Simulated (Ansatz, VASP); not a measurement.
# Two plane-wave programs on KCl

```
K Cl
1.0
     0.00000    3.15610    2.90361
     3.15610    0.00000    2.90361
     3.15610    3.15610    0.00000
K Cl
1 1
Direct
  0.00000 0.00000 0.00000
  0.50000 0.50000 0.50000
```

Change from the starting cell: strain +0.000 along x and y, -0.080 along z, atoms carried along.

Alike in both runs: task single point; functional PBE; k mesh 6 × 6 × 6; occupations gaussian, width 0.05 eV; no spin polarisation.

```csv
,VASP,Ansatz
version,VASP 6.6.1,Ansatz 0.2.0
potentials or method,"VASP PAW PBE potentials, release 64 (K_sv, Cl), cutoff 520 eV","scalar-relativistic, plane waves, PAW"
valence electrons in the cell,16,16
```

```tsv
	VASP	Ansatz	Ansatz less VASP
gap on the k mesh at the Fermi level (eV)	5.33	5.34	+0.004
least direct gap on the mesh (eV)	5.33	5.34	+0.004
pressure (GPa)	3.1	3.0	-0.06
traceless stress, the component that is largest in VASP (GPa)	3.66	3.59	-0.065
```
